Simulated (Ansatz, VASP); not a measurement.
**C: VASP beside Ansatz**

POSCAR

```
C
1.0
    0.0000000000      1.7689801582      1.7689801582
    1.7689801582      0.0000000000      1.7689801582
    1.7689801582      1.7689801582      0.0000000000
C
2
Direct
    0.0000000000      0.0000000000      0.0000000000
    0.2500000000      0.2500000000      0.2500000000
```

File INCAR.step1:

```
PREC = Accurate
ENCUT = 660
ISMEAR = 0
SIGMA = 0.05
LREAL = F
LASPH = T
NELM = 120
NBANDS = 11
GGA = PE
ALGO = Normal
EDIFF = 1E-5
LWAVE = T
LCHARG = F
GGA_COMPAT = F
```

Contents of INCAR.step2:

```
PREC = Accurate
ENCUT = 660
EDIFF = 1E-6
ISMEAR = 0
SIGMA = 0.05
LREAL = F
LASPH = T
NELM = 120
ALGO = Normal
ISIF = 2
LWAVE = F
LCHARG = T
METAGGA = R2SCAN
LMIXTAU = T
LELF = T
LVHAR = T
NBANDS = 11
ISTART = 1
GGA_COMPAT = F
```

The input KPOINTS:

```
regular mesh
0
Gamma
  12 12 12
```

Input for Ansatz:

```yaml
crystal:
  lattice:
    - [0.0, 1.7689801582, 1.7689801582]
    - [1.7689801582, 0.0, 1.7689801582]
    - [1.7689801582, 1.7689801582, 0.0]
  atoms:
    - { symbol: C, position: [0.0, 0.0, 0.0] }
    - { symbol: C, position: [0.25, 0.25, 0.25] }
basis:
  ecutwfc: 500
  ecutrho_ratio: 4
kpoints:
  mp_grid: { grid: [12, 12, 12] }
hamiltonian:
  xc: r2scan
scf:
  occupations: { method: gaussian, width: 0.05 }
output:
  forces: true
  stress: true
  eigenvalues: true
```

Alike in both runs: task single point; functional r2SCAN; k mesh 12 × 12 × 12; occupations gaussian, width 0.05 eV; no spin polarisation.

|  | VASP | Ansatz |
| --- | --- | --- |
| version | VASP 6.6.1 | Ansatz 0.2.0 |
| potentials or method | VASP PAW PBE potentials, release 64 (C), cutoff 660 eV | scalar-relativistic, plane waves, PAW |
| valence electrons in the cell | 8 | 8 |

```csv
,VASP,Ansatz,Ansatz less VASP
gap on the k mesh at the Fermi level (eV),4.40,4.43,+0.030
least direct gap on the mesh (eV),5.90,5.95,+0.046
pressure (GPa),9.0,8.8,-0.17
```

VASP's potentials were made for PBE, not for r2SCAN.
